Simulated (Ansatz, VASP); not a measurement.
## ZrB2 in VASP and in Ansatz

Contents of INCAR:

```
PREC = Accurate ; ENCUT = 520
EDIFF = 1E-6 ; ISMEAR = 0
SIGMA = 0.05 ; LREAL = False
LASPH = True ; NELM = 150
ALGO = Normal ; ISIF = 2
LWAVE = False ; LCHARG = False
MAGMOM = 0 0 0 0 0 0 0 0 0 ; LORBIT = 11
LSORBIT = True ; GGA_COMPAT = False
LORBMOM = True ; LMAXMIX = 4
GGA = PE ; NBANDS = 31
```

Contents of KPOINTS:

```
Automatic mesh
0
Gamma
  12 12 10
```

The input POSCAR:

```
ZrB2
1.0
    3.1712186820      0.0000000000      0.0000000000
   -1.5856093410      2.7463559396      0.0000000000
    0.0000000000      0.0000000000      3.5419291061
Zr B
1 2
Direct
    0.0000000000      0.0000000000      0.0000000000
    0.3333333333      0.6666666667      0.5000000000
    0.6666666667      0.3333333333      0.5000000000
```

Input for Ansatz:

```yaml
crystal:
  lattice:
    - [3.171218682019, 0.0, 0.0]
    - [-1.585609341009, 2.746355939584, 0.0]
    - [0.0, 0.0, 3.5419291061]
  atoms:
    - { symbol: Zr, position: [0.0, 0.0, 0.0] }
    - { symbol: B, position: [0.3333333333333, 0.6666666666667, 0.5] }
    - { symbol: B, position: [0.6666666666667, 0.3333333333333, 0.5] }
basis:
  ecutwfc: 420
  ecutrho_ratio: 4
  xc_grid: 1
kpoints:
  mp_grid: { grid: [12, 12, 10] }
hamiltonian:
  xc: pbe
scf:
  occupations: { method: gaussian, width: 0.05 }
output:
  forces: true
  stress: true
magnetization:
  noncollinear: true
  spin_orbit: true
```

Alike in both runs: task single point; functional PBE; k mesh 12 × 12 × 10; occupations gaussian, width 0.05 eV; non-collinear spin, spin-orbit coupling.

```csv
,VASP,Ansatz
version,VASP 6.6.1,Ansatz 0.2.0
potentials or method,"VASP PAW PBE potentials, release 64 (Zr_sv, B), cutoff 520 eV","plane waves, PAW"
valence electrons in the cell,18,18
```

```csv
,VASP,Ansatz,Ansatz less VASP
pressure (GPa),0.1,0.0,-0.14
"traceless stress, the component that is largest in VASP (GPa)",0.16,0.10,-0.056
net moment per atom (μB),0.00,0.00,0.000
```

The functional is the same, so the differences come from potentials, cutoffs and numerics.
